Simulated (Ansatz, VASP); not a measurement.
**Ni: VASP beside Ansatz**

INCAR

```
SYSTEM = Ni
PREC     = Accurate       ! precision mode
ENCUT    = 520            ! plane-wave cutoff, eV
EDIFF    = 1E-7           ! SCF threshold, eV
ISMEAR   = -1             ! smearing method
SIGMA    = 0.05           ! smearing width, eV
LREAL    = .FALSE.        ! projectors in reciprocal space
LASPH    = .TRUE.         ! aspherical terms in the spheres
NELM     = 150            ! most SCF steps
ALGO     = Normal         ! electronic algorithm
ISIF     = 2              ! what is computed and relaxed
LWAVE    = .FALSE.        ! write WAVECAR
LCHARG   = .FALSE.        ! write CHGCAR
ISPIN    = 2              ! spin polarisation
MAGMOM   = 2 2            ! initial moments
LORBIT   = 11             ! projections on sites
LMAXMIX  = 4              ! l up to which the mixer works
GGA      = PE             ! functional
ISYM     = 0            
NBANDS   = 21             ! bands
```

The input KPOINTS:

```
regular mesh
0
G
  6 12 12
  0 0 0
```

Contents of POSCAR:

```
Ni
1.0
    0.0000000000      3.5347000000      3.5347000000
    1.7673500000      0.0000000000      1.7673500000
    1.7673500000      1.7673500000      0.0000000000
Ni
2
Direct
    0.0000000000      0.0000000000      0.0000000000
    0.5000000000      0.0000000000      0.0000000000
```

Input for Ansatz:

```yaml
crystal:
  lattice:
    - [0.0, 3.5347, 3.5347]
    - [1.76735, 0.0, 1.76735]
    - [1.76735, 1.76735, 0.0]
  atoms:
    - { symbol: Ni, position: [0.0, 0.0, 0.0], spin: 2.0 }
    - { symbol: Ni, position: [0.5, 0.0, 0.0], spin: 2.0 }
  symmetry: { detect: false, time_reversal: true }
magnetization:
  spin_polarized: true
hamiltonian:
  xc: pbe
  pseudopotentials: { kind: paw }
basis:
  ecutwfc: 420
kpoints:
  mp_grid: { grid: [6, 12, 12] }
scf:
  occupations: { method: fermi_dirac, width: 0.05 }
  lower_state_search: "off"
output:
  forces: true
  stress: true
```

Alike in both runs: task single point; functional PBE; k mesh 6 × 12 × 12; occupations fermi-dirac, width 0.05 eV; collinear spin.

|  | VASP | Ansatz |
| --- | --- | --- |
| version | VASP 6.6.1 | Ansatz 0.2.0 |
| potentials or method | VASP PAW PBE potentials, release 64 (Ni), cutoff 520 eV | PAW, plane waves, scalar-relativistic |
| valence electrons in the cell | 20 | 36 |

Ansatz gave:

| Quantity | Value |
| --- | --- |
| pressure (GPa) | -2.2 |
| net moment per atom (μB) | 0.69 |
| size of the moment on the site where the two differ most (μB) | 0.73 |

Question: Which values does VASP return?

Answer: Pressure (GPa): -2.3; net moment per atom (μB): 0.68; size of the moment on the site where the two differ most (μB): 0.69.

Site moments also hang on the region over which each program counts them. The functional is the same, so the differences come from potentials, cutoffs and numerics. VASP's potentials hold 20 valence electrons a cell and Ansatz's 36, so a difference there can come from the potentials and not from the codes.
